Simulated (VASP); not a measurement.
Set up this calculation in VASP 6.6.1, as the native input.

```yaml
Task: single point
Functional: r2SCAN
Potentials_or_basis: VASP PAW PBE potentials, release 64 (Li_sv, H)
Cutoff: 520 eV
k_mesh: 11 × 11 × 11
Occupations: fermi-dirac, width 0.05 eV
Spin: no spin polarisation
Dipole_correction: no
Further_INCAR_settings: ALGO = Normal; EDIFF = 1e-06; NBANDS = 9
```

LiH:

```
CELL_PARAMETERS angstrom
0.00000 2.06355 2.06355
2.06355 0.00000 2.06355
2.06355 2.06355 0.00000
ATOMIC_POSITIONS crystal
Li 0.00000 0.00000 0.00000
H 0.50000 0.50000 0.50000
```

The input as run:

POSCAR

```
LiH
1.0
    0.0000000000      2.0635524157      2.0635524157
    2.0635524157      0.0000000000      2.0635524157
    2.0635524157      2.0635524157      0.0000000000
Li H
1 1
Direct
    0.0000000000      0.0000000000      0.0000000000
    0.5000000000      0.5000000000      0.5000000000
```

INCAR.step1

```
PREC     = Accurate       # precision mode
ENCUT    = 520            # plane-wave cutoff, eV
ISMEAR   = -1             # smearing method
SIGMA    = 0.05           # smearing width, eV
LREAL    = F              # projectors in reciprocal space
LASPH    = T              # aspherical terms in the spheres
NELM     = 80             # most SCF steps
NBANDS   = 9              # bands
GGA      = PE             # functional
ALGO     = Normal         # electronic algorithm
EDIFF    = 1E-4           # SCF threshold, eV
LWAVE    = T              # write WAVECAR
LCHARG   = F              # write CHGCAR
```

INCAR.step2

```
PREC     = Accurate       # precision mode
ENCUT    = 520            # plane-wave cutoff, eV
EDIFF    = 1E-6           # SCF threshold, eV
ISMEAR   = -1             # smearing method
SIGMA    = 0.05           # smearing width, eV
LREAL    = F              # projectors in reciprocal space
LASPH    = T              # aspherical terms in the spheres
NELM     = 80             # most SCF steps
ALGO     = Normal         # electronic algorithm
ISIF     = 2              # what is computed and relaxed
LWAVE    = F              # write WAVECAR
LCHARG   = F              # write CHGCAR
METAGGA  = R2SCAN         # meta-GGA
LMIXTAU  = T            
NBANDS   = 9              # bands
ISTART   = 1
```

KPOINTS

```
regular mesh
0
Gamma
  11 11 11
```

Potentials or basis: VASP PAW PBE potentials, release 64 (Li_sv, H).

Run with:

```console
$ cat potpaw_PBE.64/Li_sv/POTCAR potpaw_PBE.64/H/POTCAR > POTCAR
$ cp INCAR.step1 INCAR
$ mpirun -np 1 vasp_std > vasp.out
$ cp INCAR.step2 INCAR
$ mpirun -np 1 vasp_std > vasp.out
```

Results of the run:

* Band gap on the k mesh: 3.82 eV

Caveat: an odd mesh through Γ misses points on the zone boundary, where band edges can lie.

Wall time 32 s on 1 thread of Intel(R) Xeon(R) Platinum 8375C CPU @ 2.90GHz (Ice Lake) (shared host), peak memory 0.13 GiB.
